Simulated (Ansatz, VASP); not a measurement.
**One calculation of ZnCd3O, two programs**

The input INCAR:

```
PREC = Accurate
ENCUT = 520
EDIFF = 1E-6
ISMEAR = 0
SIGMA = 0.1
LREAL = False
LASPH = True
NELM = 150
ALGO = Normal
ISIF = 2
LWAVE = False
LCHARG = False
ISPIN = 2
MAGMOM = 0 0 0 0 1
LORBIT = 11
GGA = PE
NBANDS = 39
```

The input KPOINTS:

```
regular mesh
0
Gamma
  4 4 4
```

File POSCAR:

```
ZnCd3O
1.0
    4.8019953300      0.0000000000      0.0000000000
    0.0000000000      4.8019953300      0.0000000000
    0.0000000000      0.0000000000      4.8019953300
Zn Cd O
1 3 1
Direct
    0.5000000000      0.5000000000      0.5000000000
    0.0000000000      0.5000000000      0.5000000000
    0.5000000000      0.0000000000      0.5000000000
    0.5000000000      0.5000000000      0.0000000000
    0.0000000000      0.0000000000      0.0000000000
```

Input for Ansatz:

```yaml
crystal:
  lattice:
    - [4.80199533, 0.0, 0.0]
    - [0.0, 4.80199533, 0.0]
    - [0.0, 0.0, 4.80199533]
  atoms:
    - { symbol: Zn, position: [0.5, 0.5, 0.5] }
    - { symbol: Cd, position: [0.0, 0.5, 0.5] }
    - { symbol: Cd, position: [0.5, 0.0, 0.5] }
    - { symbol: Cd, position: [0.5, 0.5, 0.0] }
    - { symbol: O, position: [0.0, 0.0, 0.0], spin: 1.0 }
basis:
  ecutwfc: 420
kpoints:
  mp_grid: { grid: [4, 4, 4] }
hamiltonian:
  xc: pbe
scf:
  occupations: { method: gaussian, width: 0.1 }
  lower_state_search: "off"
output:
  forces: true
  stress: true
  eigenvalues: true
  populations: true
magnetization:
  spin_polarized: true
```

Alike in both runs: task single point; functional PBE; k mesh 4 × 4 × 4; occupations gaussian, width 0.1 eV; collinear spin.

|  | VASP | Ansatz |
| --- | --- | --- |
| version | VASP 6.6.1 | Ansatz 0.2.0 |
| potentials or method | VASP PAW PBE potentials, release 64 (Zn, Cd, O), cutoff 520 eV | scalar-relativistic, plane waves, PAW |
| valence electrons in the cell | 54 | 78 |

|  | VASP | Ansatz | Ansatz less VASP |
| --- | --- | --- | --- |
| gap on the k mesh at the Fermi level (eV) | none | none | - |
| pressure (GPa) | 6.4 | 6.3 | -0.08 |
| net moment per atom (μB) | 0.00 | 0.20 | +0.202 |
| size of the moment on the site where the two differ most (μB) | 0.00 | 0.90 | +0.901 |

The net moments are unlike, so the other rows may belong to different states. Site moments also hang on the region over which each program counts them. A gap of «none» marks a metal or a gap that the smearing closes. VASP's potentials hold 54 valence electrons a cell and Ansatz's 78, so a difference there can come from the potentials and not from the codes.
